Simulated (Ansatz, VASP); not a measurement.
## HfO2 in VASP and in Ansatz

```
Hf O
1.0
     0.00000    2.54760    2.54760
     2.54760    0.00000    2.54760
     2.54760    2.54760    0.00000
Hf O
1 2
Direct
  0.00000 0.00000 0.00000
  0.25000 0.25000 0.25000
  0.75000 0.75000 0.75000
```

Alike in both runs: functional PBE; k mesh 8 × 8 × 8; occupations gaussian, width 0.1 eV; no spin polarisation.

Ansatz relaxed the structure, and its values are those at the end. VASP's run is a single point on that final structure, the one shown.

|  | VASP | Ansatz |
| --- | --- | --- |
| version | VASP 6.6.1 | Ansatz 0.2.0 |
| potentials or method | VASP PAW PBE potentials, release 64 (Hf_pv, O), cutoff 600 eV | scalar-relativistic, plane waves, PAW |
| valence electrons in the cell | 22 | 38 |

Ansatz gave:

- gap on the k mesh at the Fermi level (eV): 3.75
- least direct gap on the mesh (eV): 3.75
- pressure (GPa): 0.3

Question: Which values does VASP return?

Answer: gap on the k mesh at the Fermi level (eV): 3.76; least direct gap on the mesh (eV): 3.76; pressure (GPa): -3.5.

With one functional, cell and mesh, what is left measures potentials, basis and numerics. VASP's potentials hold 22 valence electrons a cell and Ansatz's 38, so a difference there can come from the potentials and not from the codes.

Spin-orbit coupling is off throughout.
